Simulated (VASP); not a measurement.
Crystal: Ti.

```xyz
2
Lattice="0.0000 2.8780 2.8780 2.8780 0.0000 2.8780 2.8780 2.8780 0.0000" Properties=species:S:1:pos:R:3 pbc="T T T"
Ti    0.7195    0.7195    0.7195
Ti    5.0365    5.0365    5.0365
```

* Program: VASP 6.6.1
* Task: relaxation of cell and atoms
* Functional: BLYP
* Potentials or basis: VASP PAW PBE potentials, release 64 (Ti_sv)
* Cutoff: 600 eV
* k mesh: 10 × 10 × 10
* Occupations: fermi-dirac, width 0.1 eV
* Spin: no spin polarisation

At the start: pressure 1.0 GPa; volume 23.84 Å³/atom.

Question: Where does the relaxation end?

Answer: Over 4 steps the energy falls by 2.9 meV/atom and the volume is 24.72 Å³/atom (+3.7 %); space group Fd-3m (No. 227, to 0.05 Å).

Step by step:
```csv
step,energy change (eV),largest force (eV/Å),pressure (GPa),volume (Å³)
1,0.0000,0.0000,1.03,47.68
2,-0.0049,0.0000,0.39,48.75
3,-0.0057,0.0000,0.09,49.29
4,-0.0058,0.0000,0.00,49.45
```

Final structure:
```xyz
2
Lattice="0.0000 2.9132 2.9132 2.9132 0.0000 2.9132 2.9132 2.9132 0.0000" Properties=species:S:1:pos:R:3 pbc="T T T"
Ti    0.7283    0.7283    0.7283
Ti    5.0982    5.0982    5.0982
```

Caveat: the PAW data sets were made with another functional, which shifts forces and pressure a little.
